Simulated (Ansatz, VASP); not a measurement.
**MgPH6NO5 in VASP and in Ansatz**

```
Mg H P N O
1.0
     5.50345    0.00000    0.00000
     0.00000    8.75603    0.00000
     0.00000    0.00000    4.64347
Mg H P N O
2 12 2 2 10
Direct
  0.00000 0.97630 0.01794
  0.50000 0.02370 0.51794
  0.00000 0.45848 0.33660
  0.50000 0.54152 0.83660
  0.00000 0.45328 0.96049
  0.50000 0.54672 0.46049
  0.15700 0.59220 0.14058
  0.34300 0.40780 0.64058
  0.84300 0.59220 0.14058
  0.65700 0.40780 0.64058
  0.14305 0.81437 0.58099
  0.35695 0.18563 0.08099
  0.85695 0.81437 0.58099
  0.64305 0.18563 0.08099
  0.00000 0.19183 0.58948
  0.50000 0.80817 0.08948
  0.00000 0.52546 0.14507
  0.50000 0.47454 0.64507
  0.00000 0.16173 0.26886
  0.50000 0.83827 0.76886
  0.00000 0.36534 0.64502
  0.50000 0.63466 0.14502
  0.22229 0.11641 0.73904
  0.27771 0.88359 0.23904
  0.77771 0.11641 0.73904
  0.72229 0.88359 0.23904
  0.00000 0.80376 0.71079
  0.50000 0.19624 0.21079
```

Alike in both runs: functional LDA; k mesh 4 × 4 × 6; occupations gaussian, width 0.02 eV; no spin polarisation.

Ansatz relaxed the structure, and its values are those at the end. VASP's run is a single point on that final structure, the one shown.

|  | VASP | Ansatz |
| --- | --- | --- |
| version | VASP 6.6.1 | Ansatz 0.2.0 |
| potentials or method | VASP PAW LDA potentials, release 64 (Mg, H, P, N, O), cutoff 520 eV | scalar-relativistic, plane waves, PAW |
| valence electrons in the cell | 96 | 112 |

```tsv
	VASP	Ansatz	Ansatz less VASP
gap on the k mesh at the Fermi level (eV)	5.24	5.24	-0.003
least direct gap on the mesh (eV)	5.30	5.30	0.000
pressure (GPa)	-0.6	0.0	+0.55
rms of the force components (eV/Å)	0.048	0.001	-0.0471
```

LDA's correlation is that of Perdew and Zunger in VASP and of Perdew and Wang (1992) in Ansatz. VASP's potentials hold 96 valence electrons a cell and Ansatz's 112, so a difference there can come from the potentials and not from the codes.
